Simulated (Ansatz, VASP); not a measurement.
# SiC in VASP and in Ansatz

The input INCAR:

```
SYSTEM = SiC
  ALGO = Normal
  EDIFF = 1E-6
  EDIFFG = -0.04
  ENCUT = 600
  GGA = PE
  IBRION = 2
  ISIF = 3
  ISMEAR = 0
  LASPH = .TRUE.
  LCHARG = .FALSE.
  LREAL = .FALSE.
  LWAVE = .FALSE.
  NELM = 80
  NSW = 90
  PREC = Accurate
  SIGMA = 0.1
```

KPOINTS

```
k-points
0
G
  8 8 8
  0 0 0
```

Contents of POSCAR:

```
SiC
1.0
    0.0000000000      3.9170895200      2.4885453000
    1.4367341800      0.0000000000      2.4885453000
    1.4367341800      3.9170895200      0.0000000000
Si C
1 1
Direct
    0.6666700100      0.6666700100      0.3333299900
    0.3333299900      0.3333299900      0.6666700100
```

Input for Ansatz:

```yaml
crystal:
  lattice:
    - [0.0, 3.91708952, 2.4885453]
    - [1.43673418, 0.0, 2.4885453]
    - [1.43673418, 3.91708952, 0.0]
  atoms:
    - { symbol: Si, position: [0.66667001, 0.66667001, 0.33332999] }
    - { symbol: C, position: [0.33332999, 0.33332999, 0.66667001] }
basis:
  ecutwfc: 420
kpoints:
  mp_grid: { grid: [8, 8, 8] }
hamiltonian:
  xc: pbe
scf:
  occupations: { method: gaussian, width: 0.1 }
  lower_state_search: "off"
output:
  forces: true
  stress: true
  eigenvalues: true
relax:
  adjacent_minimum: "off"
  f_tol: 0.04
  max_steps: 70
  cell: { stress_tol: 0.4 }
```

Alike in both runs: task relaxation of cell and atoms; functional PBE; k mesh 8 × 8 × 8; occupations gaussian, width 0.1 eV; no spin polarisation.

|  | VASP | Ansatz |
| --- | --- | --- |
| version | VASP 6.6.1 | Ansatz 0.2.0 |
| potentials or method | VASP PAW PBE potentials, release 64 (Si, C), cutoff 600 eV | scalar-relativistic, plane waves, PAW |
| valence electrons in the cell | 8 | 8 |

|  | VASP | Ansatz | Ansatz less VASP |
| --- | --- | --- | --- |
| gap on the k mesh at the Fermi level, each at its own relaxed structure (eV) | 1.38 | 1.39 | +0.015 |
| relaxed volume (Å³/atom) | 16.27 | 16.26 | -0.010 |
| relaxed cell length with the largest relative difference (Å) | 4.747 | 4.742 | -0.0045 |

Noted on VASP's run: the volume moved by over 15 % at a fixed basis, so the end points are rough.
